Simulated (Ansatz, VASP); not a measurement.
# SnSe2: VASP beside Ansatz

```
Se Sn
1.0
     7.67810    0.00000    0.00000
    -3.83905    6.64943    0.00000
     0.00000    0.00000   23.86560
Se Sn
8 4
Direct
  0.33333 0.16667 0.33521
  0.33333 0.66667 0.33521
  0.83333 0.16667 0.33521
  0.83333 0.66667 0.33521
  0.16596 0.33412 0.46859
  0.16590 0.83201 0.46858
  0.66809 0.33409 0.46859
  0.66663 0.83338 0.46921
  0.99953 0.99984 0.40223
  0.99999 0.50000 0.40140
  0.50022 0.99981 0.40224
  0.50021 0.50047 0.40224
```

Alike in both runs: task single point; functional PBE; dispersion D3(BJ); k mesh 3 × 3 × 1; occupations gaussian, width 0.05 eV; no spin polarisation.

|  | VASP | Ansatz |
| --- | --- | --- |
| version | VASP 6.6.1 | Ansatz 0.2.0 |
| potentials or method | VASP PAW PBE potentials, release 64 (Se, Sn_d), cutoff 520 eV | scalar-relativistic, plane waves, PAW |
| valence electrons in the cell | 104 | 184 |

Ansatz gave:

* gap on the k mesh at the Fermi level (eV): 0.79
* least direct gap on the mesh (eV): 0.85
* rms of the force components (eV/Å): 0.029

Q: Which values does VASP return?

A: gap on the k mesh at the Fermi level (eV): 0.78; least direct gap on the mesh (eV): 0.85; rms of the force components (eV/Å): 0.031.

VASP's potentials hold 104 valence electrons a cell and Ansatz's 184, so a difference there can come from the potentials and not from the codes.
